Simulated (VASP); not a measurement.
Input of a VASP 6.6.1 run:

File INCAR:

```
SYSTEM = HfO2
ALGO     = Normal         ! electronic algorithm
EDIFF    = 1E-6           ! SCF threshold, eV
ENCUT    = 600            ! plane-wave cutoff, eV
GGA      = LIBXC          ! functional
GGA_COMPAT= .FALSE.      
ISIF     = 2              ! what is computed and relaxed
ISMEAR   = -1             ! smearing method
LASPH    = .TRUE.         ! aspherical terms in the spheres
LCHARG   = .TRUE.         ! write CHGCAR
LELF     = .TRUE.         ! ELF
LIBXC1   = GGA_X_B88    
LIBXC2   = GGA_C_PBE    
LREAL    = .FALSE.        ! projectors in reciprocal space
LVHAR    = .TRUE.       
LWAVE    = .FALSE.        ! write WAVECAR
NBANDS   = 56             ! bands
NELM     = 120            ! most SCF steps
PREC     = Accurate       ! precision mode
SIGMA    = 0.05           ! smearing width, eV
```

The input KPOINTS:

```
k-points
0
G
  5 6 5
  0 0 0
```

The input POSCAR:

```
HfO2
1.0
    5.2194633600      0.0000000000      0.0000000000
    0.0000000000      5.0047636900      0.0000000000
    0.0000000000      0.0000000000      5.0326850500
Hf O
4 8
Direct
    0.9669940000      0.7325208200      0.7414403500
    0.5330060000      0.7325208200      0.2414403500
    0.4669940000      0.2674791800      0.7414403500
    0.0330060000      0.2674791800      0.2414403500
    0.6321274500      0.9286454000      0.8792672600
    0.8678725500      0.9286454000      0.3792672600
    0.2339485200      0.5398830500      0.4922923900
    0.2660514800      0.5398830500      0.9922923900
    0.7660514800      0.4601169500      0.9922923900
    0.7339485200      0.4601169500      0.4922923900
    0.1321274500      0.0713546000      0.8792672600
    0.3678725500      0.0713546000      0.3792672600
```

Potentials or basis: VASP PAW PBE potentials, release 64 (Hf_pv, O).

Run with:

```bash
$ cat potpaw_PBE.64/Hf_pv/POTCAR potpaw_PBE.64/O/POTCAR > POTCAR
$ mpirun -np 1 vasp_std > vasp.out
```

(1) What does it give for the band gap on the k mesh?

(2) What does it give for the pressure?

(3) Predict the largest force.

Results:

(1) 4.44 eV (least direct gap 4.65 eV).

(2) 5.5 GPa.

(3) 0.064 eV/Å.

Caveat: the cell stands under pressure; the PAW data sets were made with another functional, which shifts forces and pressure a little; spin-orbit coupling is left out, which moves the levels of the heavy elements; an odd mesh through Γ misses points on the zone boundary, where band edges can lie.
